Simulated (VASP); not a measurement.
Ta: single point with PBE

The system is Ta.

```xyz
1
Lattice="-1.8420 1.6595 1.5973 1.8420 -1.6595 1.5973 1.8420 1.6595 -1.5973" Properties=species:S:1:pos:R:3 pbc="T T T"
Ta    0.0000    0.0000    0.0000
```

This cell differs from its parent crystal: normal strain along x +0.1100, normal strain along z -0.0375.

```
Program             : VASP 6.6.1
Task                : single point
Functional          : PBE
Potentials or basis : VASP PAW PBE potentials, release 64 (Ta_pv)
Cutoff              : 520 eV
k mesh              : 18 × 18 × 18
Occupations         : gaussian, width 0.15 eV
Spin                : no spin polarisation
```

The pressure is -10.1 GPa.

Stress tensor (GPa, compression positive):
```
-15.95   0.00   0.00
  0.00  -8.11   0.00
  0.00   0.00  -6.29
```

Levels at points of the mesh, in eV from the Fermi level:
```csv
k point,band 1,band 2,band 3,band 4,band 5,band 6,band 7,band 8,band 9,band 10
"(0.00, 0.00, 0.00)",-33.48,-33.47,-33.46,-7.68,0.11,0.62,1.66,2.57,4.35,13.40
"(0.50, 0.00, 0.00)",-34.34,-33.82,-33.55,-4.03,-2.22,1.76,4.50,5.24,7.07,10.86
"(0.00, 0.50, 0.00)",-34.37,-33.73,-33.50,-4.11,-1.08,1.11,2.53,5.04,6.67,10.21
"(0.50, 0.50, 0.00)",-34.37,-33.69,-33.46,-4.18,-0.57,0.83,2.22,4.41,6.68,10.02
"(0.50, 0.50, 0.50)",-34.24,-34.04,-33.97,-3.60,-3.24,5.87,5.92,6.22,6.35,8.43
```

Run time: 98 s on 1 thread of Intel Xeon 6975P-C, on a shared host, peak memory 0.3 GiB.

Caveat: the cell differs from its parent crystal (normal strain along x +0.1100, normal strain along z -0.0375); spin-orbit coupling is left out, which moves the levels of the heavy elements.
